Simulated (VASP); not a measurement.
# Fe (I4/mmm) in VASP: a series of runs

The runs below take Fe through single point, with PBE.

Program: VASP 6.6.1. These are calculated values, not measurements. Logs are shortened: lines on timing, memory, paths and dates and some standing lists are left out, and cuts for length are marked.

### 1 The cell of the first run

Symmetry: I4/mmm, No. 139, tetragonal system. Conventional cell: a = 2.455 Å, b = 2.455 Å, c = 3.567 Å, α = 90.00°, β = 90.00°, γ = 90.00°. Fe (site symmetry 4/mmm) has 12 Fe at 2.45 to 2.49 Å within 3.2 Å.

### 2 Single point, PBE, collinear spin, ferromagnetic start (volume 10.746 Å^3 an atom, c/a of the conventional cell 1.4530)

The input, INCAR:

```
PREC = Accurate
ENCUT = 520
EDIFF = 1E-6
ISMEAR = 0
SIGMA = 0.15
LREAL = F
LASPH = T
NELM = 150
ALGO = Fast
ISIF = 2
LWAVE = F
LCHARG = T
ISPIN = 2
MAGMOM = 2.44
LORBIT = 11
LMAXMIX = 4
GGA = PE
LELF = T
LVHAR = T
NBANDS = 14
```

The input, KPOINTS:

```
Automatic mesh
0
Gamma
  12 12 12
```

The input, POSCAR:

```
Fe
1.0
   -1.2273650252      1.2273650252      1.7833613816
    1.2273650252     -1.2273650252      1.7833613816
    1.2273650252      1.2273650252     -1.7833613816
Fe
1
Direct
    0.0000000000      0.0000000000      0.0000000000
```

Potentials or basis: VASP PAW PBE potentials, release 64 (Fe).

Command:

```console
$ cat potpaw_PBE.64/Fe/POTCAR > POTCAR
$ mpirun -np 1 vasp_std > vasp.out
```

OUTCAR:

```text
PREC = Accurate
   ENCUT = 520
   EDIFF = 1E-6
   ISMEAR = 0
   LREAL = F
   LASPH = T
   NELM = 150
   ISIF = 2
   ISPIN = 2
   LORBIT = 11
   GGA = PE

 ion  position               nearest neighbor table
   1  0.000  0.000  0.000-

  LATTYP: Found a body centered tetragonal cell.
 ALAT       =     2.4547300504
 C/A-ratio  =     1.4530000000

  Lattice vectors:

 A1 = (  -1.2273650252,   1.2273650252,   1.7833613816)
 A2 = (   1.2273650252,  -1.2273650252,   1.7833613816)
 A3 = (   1.2273650252,   1.2273650252,  -1.7833613816)

Analysis of symmetry for initial positions (statically):
=====================================================================
 Subroutine PRICEL returns:
 Original cell was already a primitive cell.

 Routine SETGRP: Setting up the symmetry group for a
 body centered tetragonal supercell.

 Subroutine GETGRP returns: Found 16 space group operations
 (whereof 16 operations were pure point group operations)
 out of a pool of 16 trial point group operations.

The static configuration has the point symmetry D_4h.

Analysis of symmetry for dynamics (positions and initial velocities):
=====================================================================
 Subroutine PRICEL returns:
 Original cell was already a primitive cell.

 Routine SETGRP: Setting up the symmetry group for a
 body centered tetragonal supercell.

 Subroutine GETGRP returns: Found 16 space group operations
 (whereof 16 operations were pure point group operations)
 out of a pool of 16 trial point group operations.

The dynamic configuration has the point symmetry D_4h.

Analysis of structural, dynamic, and magnetic symmetry:
=====================================================================
 Subroutine PRICEL returns:
 Original cell was already a primitive cell.

 Routine SETGRP: Setting up the symmetry group for a
 body centered tetragonal supercell.

 Subroutine GETGRP returns: Found 16 space group operations
 (whereof 16 operations were pure point group operations)
 out of a pool of 16 trial point group operations.

The overall configuration has the point symmetry D_4h.

 Subroutine INISYM returns: Found 16 space group operations
 (whereof 16 operations are pure point group operations),
 and found     1 'primitive' translations

----------------------------------------------------------------------------------------

                                     Primitive cell

  volume of cell :      10.7460

  direct lattice vectors                    reciprocal lattice vectors
    -1.227365025  1.227365025  1.783361382     0.000000000  0.407376770  0.280369422
     1.227365025 -1.227365025  1.783361382     0.407376770  0.000000000  0.280369422
     1.227365025  1.227365025 -1.783361382     0.407376770  0.407376770  0.000000000

  length of vectors
     2.488619623  2.488619623  2.488619623     0.494532957  0.494532957  0.576117754

  position of ions in fractional coordinates (direct lattice)
     0.000000000  0.000000000  0.000000000

  ion indices of the primitive-cell ions
   primitive index   ion index
                 1           1

----------------------------------------------------------------------------------------

 KPOINTS: Automatic mesh

Automatic generation of k-mesh.
 Grid dimensions read from file:
 generate k-points for:   12   12   12

 Generating k-lattice:

  Cartesian coordinates                     Fractional coordinates (reciprocal lattice)
     0.000000000  0.033948064  0.023364119     0.083333333  0.000000000  0.000000000
     0.033948064  0.000000000  0.023364119     0.000000000  0.083333333  0.000000000
     0.033948064  0.033948064  0.000000000     0.000000000  0.000000000  0.083333333

  Length of vectors
     0.041211080  0.041211080  0.048009813

  Shift w.r.t. Gamma in fractional coordinates (k-lattice)
     0.000000000  0.000000000  0.000000000

 Subroutine IBZKPT returns following result:
 ===========================================

 Found    163 irreducible k-points:

 Following reciprocal coordinates:
            Coordinates               Weight
  0.000000  0.000000  0.000000      1.000000
  0.083333  0.000000 -0.000000      8.000000
  0.166667 -0.000000  0.000000      8.000000
  0.250000 -0.000000  0.000000      8.000000
  0.333333 -0.000000  0.000000      8.000000
  0.416667 -0.000000  0.000000      8.000000
[... 16 lines left out ...]
  0.500000  0.166667  0.000000     16.000000
 -0.416667  0.166667 -0.000000     16.000000
 [... further k-points ...]
   k-points           NKPTS =    163   k-points in BZ     NKDIM =    163   number of bands    NBANDS=     14
   number of dos      NEDOS =    301   number of ions     NIONS =      1
   total plane-waves  NPLWV =   8000
   dimension x,y,z NGX =    20 NGY =   20 NGZ =   20
   dimension x,y,z NGXF=    40 NGYF=   40 NGZF=   40
   ions per type =               1
   NGX,Y,Z   is equivalent  to a cutoff of  13.36, 13.36, 13.36 a.u.
   NGXF,Y,Z  is equivalent  to a cutoff of  26.72, 26.72, 26.72 a.u.
 SYSTEM =  unknown system
   PREC   = accura    normal or accurate (medium, high low for compatibility)
   ISTART =      0    job   : 0-new  1-cont  2-samecut
   ICHARG =      2    charge: 1-file 2-atom 10-const
   ISPIN  =      2    spin polarized calculation?
   LNONCOLLINEAR =      F non collinear calculations
   LSORBIT =      F    spin-orbit coupling
   LASPH  =      T    aspherical Exc in radial PAW
   ENCUT  =  520.0 eV  38.22 Ry    6.18 a.u.   4.63  4.63  4.63*2*pi/ulx,y,z
   NELM   =    150;   NELMIN=  2; NELMDL= -5     # of ELM steps
   EDIFF  = 0.1E-05   stopping-criterion for ELM
   LREAL  =      F    real-space projection
[... 7 lines left out ...]
   TEBEG  =    0.0;   TEEND  =   0.0 temperature during run
   PSTRESS=    0.0 pullay stress
   NELECT =       8.0000    total number of electrons
   NUPDOWN=      -1.0000    fix difference up-down
   EMIN   =  10.00;   EMAX   =-10.00  energy-range for DOS
   EFERMI =   0.00;   METHOD = LEGACY
   ISMEAR =     0;   SIGMA  =   0.15  broadening in eV -4-tet -1-fermi 0-gaus
   EFERMI_NEDOS =   21; number of points for ismear=-14 and -15
   IALGO  =     68    algorithm
   IMIX   =      4    mixing-type and parameters
     AMIX     =   0.40;   BMIX     =  1.00
     AMIX_MAG =   1.60;   BMIX_MAG =  1.00
  volume/ion in A,a.u.               =      10.75        72.52
  Fermi-wavevector in a.u.,A,eV,Ry     =   1.483733  2.803850 29.952748  2.201465
  Thomas-Fermi vector in A             =   2.597358
   LORBIT       =     11    0 simple, 1 ext, 2 COOP (PROOUT), +10 PAW based schemes
   GGA     = PE    functional components
   LHFCALC =     F    Hartree Fock is set to
   AEXX    =    0.0000 exact exchange contribution
   IVDW    =     0    specifies the selected vdW correction
   LEPSILON=     F    determine dielectric tensor
   LRPA    =     F    only Hartree local field effects (RPA)
 spin polarized calculation
 RMM-DIIS sequential band-by-band and
 Gauss-broadening in eV      SIGMA  =   0.15
  energy-cutoff  :      520.00
  volume of cell :       10.75
 maximum number of plane-waves:       302
   NGX =  9   NGY =  9   NGZ =  9

 number of electron       8.0000000 magnetization       1.2328019

 Free energy of the ion-electron system (eV)
  ---------------------------------------------------
  ext. energy  EPLUGINS =         0.00000000
  ---------------------------------------------------
  free energy    TOTEN  =        -8.09670287 eV

  energy without entropy =       -8.07940664  energy(sigma->0) =       -8.08805475

 E-fermi :   6.3900     XC(G=0): -13.4655

 val. band max:        6.3724586077   @ k =  -0.2500   0.5000   0.0833
 cond. band min:       6.3910528342   @ k =  -0.2500   0.2500   0.0000
 fundamental gap:      0.0185942265
 Fermi energy:         6.3900441633

 spin component 1

 k-point     1 :       0.0000    0.0000    0.0000
  band No.  band energies     occupation
      1      -2.3437      1.00000
      2       4.2755      1.00000
      3       4.4696      1.00000
      4       4.4696      1.00000
      5       5.3260      1.00000
      6       5.5271      1.00000
      7      29.2931      0.00000
      8      33.8290      0.00000
      9      34.3837      0.00000
     10      34.3837      0.00000
     11      37.4784      0.00000
     12      37.4784      0.00000
     13      37.7291      0.00000
     14      39.5520      0.00000
[... 375 lines left out ...]
 k-point    24 :      -0.4167    0.1667   -0.0000
  band No.  band energies     occupation
      1       1.7739      1.00000
      2       3.3947      1.00000
      3       4.2245      1.00000
      4       4.7563      1.00000
      5       6.5938      0.02735
      6       7.4560      0.00000
      7      17.5946      0.00000
      8      26.0634      0.00000
      9      27.1484      0.00000
     10      29.9657      0.00000
     11      39.3021      0.00000
     12      40.6027      0.00000
     13      40.9181      0.00000
     14      46.7921      0.00000

 [... further k-points ...]

 spin component 2

 k-point     1 :       0.0000    0.0000    0.0000
  band No.  band energies     occupation
      1      -2.2130      1.00000
      2       5.1503      1.00000
      3       5.3852      1.00000
      4       5.3852      1.00000
      5       7.0952      0.00000
      6       7.3710      0.00000
      7      29.1039      0.00000
      8      34.0630      0.00000
      9      34.7218      0.00000
     10      34.7218      0.00000
     11      37.7563      0.00000
     12      37.7563      0.00000
     13      38.0203      0.00000
     14      39.1814      0.00000
[... 375 lines left out ...]
 k-point    24 :      -0.4167    0.1667   -0.0000
  band No.  band energies     occupation
      1       2.2603      1.00000
      2       4.2474      1.00000
      3       5.2952      1.00000
      4       6.0563      0.99917
      5       8.0344      0.00000
      6       8.4807      0.00000
      7      18.0625      0.00000
      8      26.2784      0.00000
      9      27.5237      0.00000
     10      30.2467      0.00000
     11      39.4825      0.00000
     12      40.8882      0.00000
     13      41.2793      0.00000
     14      47.0498      0.00000

 [... further k-points ...]
[... 5 lines left out ...]
  --------------------------------------------------------------------------------------
  -------------------------------------------------------------------------------------
  Total       -0.0245139     -0.0245139     -0.3029151      0.0000000      0.0000000     -0.0000000
  in kB       -3.6549009     -3.6549009    -45.1631957      0.0000000      0.0000000     -0.0000000
  external PRESSURE =     -17.4909992 kB  Pullay stress =       0.0000000 kB

 VOLUME and BASIS-vectors are now :
 -----------------------------------------------------------------------------
  energy-cutoff  :      520.00
  volume of cell :       10.75
      direct lattice vectors                 reciprocal lattice vectors
    -1.227365025  1.227365025  1.783361382     0.000000000  0.407376770  0.280369422
     1.227365025 -1.227365025  1.783361382     0.407376770  0.000000000  0.280369422
     1.227365025  1.227365025 -1.783361382     0.407376770  0.407376770  0.000000000

 POSITION                                       TOTAL-FORCE (eV/Angst)
 -----------------------------------------------------------------------------------
      0.00000      0.00000      0.00000         0.000000     -0.000000     -0.000000
 -----------------------------------------------------------------------------------
    total drift:                                0.000000     -0.000000      0.000000

  FREE ENERGIE OF THE ION-ELECTRON SYSTEM (eV)
  ---------------------------------------------------
  free  energy   TOTEN  =        -8.0967028659 eV

  energy  without entropy=       -8.0794066409  energy(sigma->0) =       -8.08805475

 total charge

# of ion       s       p       d       tot
------------------------------------------
    1        0.514   0.587   6.283   7.385

 magnetization (x)

# of ion       s       p       d       tot
------------------------------------------
    1       -0.006  -0.023   1.250   1.221
```

It took 24 s on 1 thread of Intel Xeon 6975P-C (Granite Rapids), shared host; peak memory 0.16 GiB.

Results:

| Property | Result |
| --- | --- |
| Free energy | -8.0967 eV |
| Pressure | -1.7 GPa |
| Net moment | 1.23 μB per cell |
| Site moments | Fe +1.22 μB |
| Valence electrons inside the program's atomic spheres | Fe 7.38 |

### 3 Single point, PBE, collinear spin, ferromagnetic start (volume 11.957 Å^3 an atom, c/a of the conventional cell 1.4530)

The input, INCAR:

```
SYSTEM = Fe
PREC = Accurate
ENCUT = 520
EDIFF = 1E-6
ISMEAR = 0
SIGMA = 0.15
LREAL = .False.
LASPH = .True.
NELM = 150
ALGO = Normal
ISIF = 2
LWAVE = .False.
LCHARG = .False.
ISPIN = 2
MAGMOM = 2.44
LORBIT = 11
LMAXMIX = 4
GGA = PE
NBANDS = 14
```

The input, KPOINTS:

```
regular mesh
0
Gamma
  12 12 12
  0 0 0
```

The input, POSCAR:

```
Fe
1.0
   -1.2718392041      1.2718392041      1.8479823636
    1.2718392041     -1.2718392041      1.8479823636
    1.2718392041      1.2718392041     -1.8479823636
Fe
1
Direct
    0.0000000000      0.0000000000      0.0000000000
```

Potentials or basis: VASP PAW PBE potentials, release 64 (Fe).

Command:

```console
$ cat potpaw_PBE.64/Fe/POTCAR > POTCAR
$ mpirun -np 1 vasp_std > vasp.out
```

It took 11 min on 1 thread of AMD EPYC 7R43 (Zen 3), shared host; peak memory 0.12 GiB.

It converged, with:

```yaml
Free_energy: -8.0930 eV
Pressure: -0.1 GPa
Net_moment: 2.53 μB per cell
Site_moments: Fe +2.53 μB
Valence_electrons_inside_the_program's_atomic_spheres: Fe 7.17
```

Stress tensor (GPa, compression positive):
```
-1.85  0.00  0.00
 0.00 -1.85  0.00
 0.00  0.00  3.34
```

Levels at points of the mesh, in eV from the Fermi level:
Spin up:
```csv
k point,band 2,band 3,band 4,band 5,band 6,band 7,band 8,band 9
"(0.00, 0.00, 0.00)",-2.48,-2.37,-2.37,-1.49,-1.36,21.86,25.68,26.05
"(0.50, 0.00, 0.00)",-2.63,-2.51,-0.55,-0.43,-0.13,6.07,20.39,23.30
"(0.50, 0.50, 0.00)",-4.34,-0.63,-0.29,-0.09,2.71,9.51,13.89,13.97
"(0.50, 0.50, 0.50)",-4.27,-0.66,-0.24,-0.24,2.10,8.87,14.54,14.54
```
Spin down:
```tsv
k point	band 1	band 2	band 3	band 4	band 5	band 6
(0.00, 0.00, 0.00)	-8.14	-0.28	0.00	0.00	1.35	1.66
(0.50, 0.00, 0.00)	-3.47	-0.21	0.01	0.07	2.30	2.32
(0.50, 0.50, 0.00)	-3.19	-2.45	2.39	2.40	2.47	2.94
(0.50, 0.50, 0.50)	-3.26	-2.48	2.33	2.46	2.46	2.48
```

(Continued in part 2 of 2.)
